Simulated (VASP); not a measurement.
# SnTe (Fm-3m) in VASP: a series of runs

The runs below take SnTe through single point, with PBE.

Program: VASP 6.6.1. These are calculated values, not measurements. Logs are shortened: lines on timing, memory, paths and dates and some standing lists are left out, and cuts for length are marked.

## (1) The cell of the first run

The structure is cubic, space group Fm-3m (No. 225). The conventional cell has a = 6.302 Å, b = 6.302 Å, c = 6.302 Å, α = 90.00°, β = 90.00°, γ = 90.00°. Te (site symmetry m-3m) has 6 Sn at 3.15 Å within 4.1 Å. Sn (site symmetry m-3m) has 6 Te at 3.15 Å within 4.1 Å.

## (2) Single point, PBE

The input, INCAR:

```
  ALGO = Normal
  EDIFF = 1E-6
  ENCUT = 520
  GGA = PE
  ISIF = 2
  ISMEAR = -1
  LASPH = T
  LCHARG = F
  LREAL = F
  LWAVE = F
  NBANDS = 17
  NELM = 80
  PREC = Accurate
  SIGMA = 0.04
```

The input, KPOINTS:

```
k-points
0
Gamma
  5 5 5
```

The input, POSCAR:

```
SnTe
1.0
    0.0000000000      3.1508500000      3.1508500000
    3.1508500000      0.0000000000      3.1508500000
    3.1508500000      3.1508500000      0.0000000000
Te Sn
1 1
Direct
    0.5000000000      0.5000000000      0.5000000000
    0.0000000000      0.0000000000      0.0000000000
```

Potentials or basis: VASP PAW PBE potentials, release 64 (Te, Sn_d).

The run is started by

```sh
$ cat potpaw_PBE.64/Te/POTCAR potpaw_PBE.64/Sn_d/POTCAR > POTCAR
$ mpirun -np 1 vasp_std > vasp.out
```

OUTCAR:

```text
EDIFF = 1E-6
   ENCUT = 520
   GGA = PE
   ISIF = 2
   ISMEAR = -1
   LASPH = T
   LREAL = F
   NELM = 80
   PREC = Accurate

 ion  position               nearest neighbor table
   1  0.500  0.500  0.500-   2 3.15   2 3.15   2 3.15   2 3.15   2 3.15   2 3.15
   2  0.000  0.000  0.000-   1 3.15   1 3.15   1 3.15   1 3.15   1 3.15   1 3.15

  LATTYP: Found a face centered cubic cell.
 ALAT       =     6.3017000000

  Lattice vectors:

 A1 = (   0.0000000000,   3.1508500000,   3.1508500000)
 A2 = (   3.1508500000,   0.0000000000,   3.1508500000)
 A3 = (   3.1508500000,   3.1508500000,   0.0000000000)

Analysis of symmetry for initial positions (statically):
[... 33 lines left out ...]
                                     Primitive cell

  volume of cell :      62.5624

  direct lattice vectors                    reciprocal lattice vectors
     0.000000000  3.150850000  3.150850000    -0.158687338  0.158687338  0.158687338
     3.150850000  0.000000000  3.150850000     0.158687338 -0.158687338  0.158687338
     3.150850000  3.150850000  0.000000000     0.158687338  0.158687338 -0.158687338

  length of vectors
     4.455974803  4.455974803  4.455974803     0.274854533  0.274854533  0.274854533

  position of ions in fractional coordinates (direct lattice)
     0.500000000  0.500000000  0.500000000
     0.000000000  0.000000000  0.000000000

  ion indices of the primitive-cell ions
   primitive index   ion index
                 1           1
                 2           2

----------------------------------------------------------------------------------------

 KPOINTS: k-points

Automatic generation of k-mesh.
 Grid dimensions read from file:
 generate k-points for:    5    5    5

 Generating k-lattice:

  Cartesian coordinates                     Fractional coordinates (reciprocal lattice)
    -0.031737468  0.031737468  0.031737468     0.200000000  0.000000000  0.000000000
     0.031737468 -0.031737468  0.031737468     0.000000000  0.200000000  0.000000000
     0.031737468  0.031737468 -0.031737468     0.000000000  0.000000000  0.200000000

  Length of vectors
     0.054970907  0.054970907  0.054970907

  Shift w.r.t. Gamma in fractional coordinates (k-lattice)
     0.000000000  0.000000000  0.000000000

 Subroutine IBZKPT returns following result:
[... 26 lines left out ...]
   ISTART =      0    job   : 0-new  1-cont  2-samecut
   ICHARG =      2    charge: 1-file 2-atom 10-const
   ISPIN  =      1    spin polarized calculation?
   LNONCOLLINEAR =      F non collinear calculations
   LSORBIT =      F    spin-orbit coupling
   LASPH  =      T    aspherical Exc in radial PAW
   ENCUT  =  520.0 eV  38.22 Ry    6.18 a.u.   8.29  8.29  8.29*2*pi/ulx,y,z
   NELM   =     80;   NELMIN=  2; NELMDL= -5     # of ELM steps
   EDIFF  = 0.1E-05   stopping-criterion for ELM
   LREAL  =      F    real-space projection
   EDIFFG = 0.1E-04   stopping-criterion for IOM
   NSW    =      0    number of steps for IOM
   IBRION =     -1    ionic relax: 0-MD 1-quasi-New 2-CG
   NFREE  =      0    steps in history (QN), initial steepest desc. (CG)
   ISIF   =      2    stress and relaxation
   ISYM   =      2    0-nonsym 1-usesym 2-fastsym
   POTIM  = 0.5000    time-step for ionic-motion
   TEBEG  =    0.0;   TEEND  =   0.0 temperature during run
   PSTRESS=    0.0 pullay stress
   NELECT =      20.0000    total number of electrons
   NUPDOWN=      -1.0000    fix difference up-down
   EMIN   =  10.00;   EMAX   =-10.00  energy-range for DOS
   EFERMI =   0.00;   METHOD = LEGACY
   ISMEAR =    -1;   SIGMA  =   0.04  broadening in eV -4-tet -1-fermi 0-gaus
   EFERMI_NEDOS =   21; number of points for ismear=-14 and -15
   IALGO  =     38    algorithm
   IMIX   =      4    mixing-type and parameters
     AMIX     =   0.40;   BMIX     =  1.00
     AMIX_MAG =   1.60;   BMIX_MAG =  1.00
  volume/ion in A,a.u.               =      31.28       211.10
  Fermi-wavevector in a.u.,A,eV,Ry     =   1.119387  2.115336 17.048485  1.253028
  Thomas-Fermi vector in A             =   2.256026
   LORBIT       =      0    0 simple, 1 ext, 2 COOP (PROOUT), +10 PAW based schemes
   GGA     = PE    functional components
   LHFCALC =     F    Hartree Fock is set to
   AEXX    =    0.0000 exact exchange contribution
   IVDW    =     0    specifies the selected vdW correction
   LEPSILON=     F    determine dielectric tensor
   LRPA    =     F    only Hartree local field effects (RPA)
 non-spin polarized calculation
  energy-cutoff  :      520.00
  volume of cell :       62.56
 maximum number of plane-waves:      1694
 NGX is ok and might be reduce to    36
   NGX = 17   NGY = 17   NGZ = 17

 number of electron      19.9999998 magnetization

 Free energy of the ion-electron system (eV)
  ---------------------------------------------------
  ext. energy  EPLUGINS =         0.00000000
  ---------------------------------------------------
  free energy    TOTEN  =        -7.54749003 eV

  energy without entropy =       -7.54748605  energy(sigma->0) =       -7.54748804

 E-fermi :   7.0615     XC(G=0):  -9.5008

 val. band max:        6.6138328264   @ k =  -0.2000   0.2000   0.0000
 cond. band min:       7.5326570651   @ k =   0.4000   0.0000   0.0000
 fundamental gap:      0.9188242387
 Fermi energy:         7.0615476979

 k-point     1 :       0.0000    0.0000    0.0000
  band No.  band energies     occupation
      1     -14.9585      2.00000
      2     -14.9585      2.00000
      3     -14.9520      2.00000
      4     -14.9520      2.00000
      5     -14.9520      2.00000
      6      -5.8540      2.00000
[... 177 lines left out ...]
      4     -14.9463      2.00000
      5     -14.9424      2.00000
      6      -4.3202      2.00000
[... 9 lines left out ...]
     16      16.5670      0.00000
     17      16.6152      0.00000

------------------------ aborting loop because EDIFF is reached ----------------------------------------

  FORCE on cell =-STRESS in cart. coord.  units (eV):
  Direction    XX          YY          ZZ          XY          YZ          ZX
  --------------------------------------------------------------------------------------
  -------------------------------------------------------------------------------------
  Total        0.8473662      0.8473662      0.8473662      0.0000000      0.0000000      0.0000000
  in kB       21.7004404     21.7004404     21.7004404      0.0000000      0.0000000      0.0000000
  external PRESSURE =      21.7004404 kB  Pullay stress =       0.0000000 kB

 VOLUME and BASIS-vectors are now :
 -----------------------------------------------------------------------------
  energy-cutoff  :      520.00
  volume of cell :       62.56
      direct lattice vectors                 reciprocal lattice vectors
     0.000000000  3.150850000  3.150850000    -0.158687338  0.158687338  0.158687338
     3.150850000  0.000000000  3.150850000     0.158687338 -0.158687338  0.158687338
     3.150850000  3.150850000  0.000000000     0.158687338  0.158687338 -0.158687338

 POSITION                                       TOTAL-FORCE (eV/Angst)
 -----------------------------------------------------------------------------------
      3.15085      3.15085      3.15085        -0.000000      0.000000      0.000000
      0.00000      0.00000      0.00000         0.000000     -0.000000     -0.000000
 -----------------------------------------------------------------------------------
    total drift:                               -0.000000      0.000000      0.000000

  FREE ENERGIE OF THE ION-ELECTRON SYSTEM (eV)
  ---------------------------------------------------
  free  energy   TOTEN  =        -7.5474900270 eV

  energy  without entropy=       -7.5474860495  energy(sigma->0) =       -7.54748804
```

OSZICAR:

```text
N       E                     dE             d eps       ncg     rms          rms(c)
DAV:   1     0.124787679537E+03    0.12479E+03   -0.95810E+03   340   0.133E+03
DAV:   2     0.333336115878E+01   -0.12145E+03   -0.11828E+03   356   0.323E+02
DAV:   3    -0.729469657992E+01   -0.10628E+02   -0.10570E+02   444   0.867E+01
DAV:   4    -0.758554889818E+01   -0.29085E+00   -0.29069E+00   370   0.153E+01
DAV:   5    -0.759768182266E+01   -0.12133E-01   -0.12132E-01   478   0.307E+00    0.502E+00
DAV:   6    -0.754623253797E+01    0.51449E-01   -0.11998E-01   469   0.229E+00    0.315E+00
DAV:   7    -0.754740965685E+01   -0.11771E-02   -0.50744E-02   389   0.113E+00    0.777E-01
DAV:   8    -0.754737427596E+01    0.35381E-04   -0.73284E-03   436   0.673E-01    0.178E-01
DAV:   9    -0.754750289560E+01   -0.12862E-03   -0.60830E-04   475   0.237E-01    0.404E-02
DAV:  10    -0.754748689684E+01    0.15999E-04   -0.10196E-04   452   0.890E-02    0.166E-02
DAV:  11    -0.754749021571E+01   -0.33189E-05   -0.37701E-05   403   0.500E-02    0.262E-02
DAV:  12    -0.754749002695E+01    0.18876E-06   -0.25167E-06   362   0.124E-02
   1 F= -.75474900E+01 E0= -.75474880E+01  d E =-.397747E-05
```

stdout:

```text
POSCAR found type information on POSCAR TeSn
 POSCAR found :  2 types and       2 ions
 scaLAPACK will be used
 LDA part: xc-table for (Slater+PW92), standard interpolation
 POSCAR, INCAR and KPOINTS ok, starting setup
 FFT: planning ... GRIDC
 FFT: planning ... GRID_SOFT
 FFT: planning ... GRID
 WAVECAR not read
 entering main loop
```

Wall time 26 s (1 thread of AMD EPYC 7R43 (Zen 3), shared host); peak memory 0.17 GiB.

Results:

```yaml
Free_energy: -7.5475 eV
Pressure: 2.2 GPa
```

Levels at points of the mesh, in eV from the Fermi level:
| k point | band 8 | band 9 | band 10 | band 11 | band 12 | band 13 |
| --- | --- | --- | --- | --- | --- | --- |
| (0.00, 0.00, 0.00) | -2.25 | -2.25 | -2.25 | 3.24 | 3.24 | 3.24 |

Caveat: this odd mesh misses L, where the gap lies, so gap, dielectric constants and Born charges aren't listed; spin-orbit coupling is left out, which moves the levels of the heavy elements.

(Continued in part 2 of 2.)
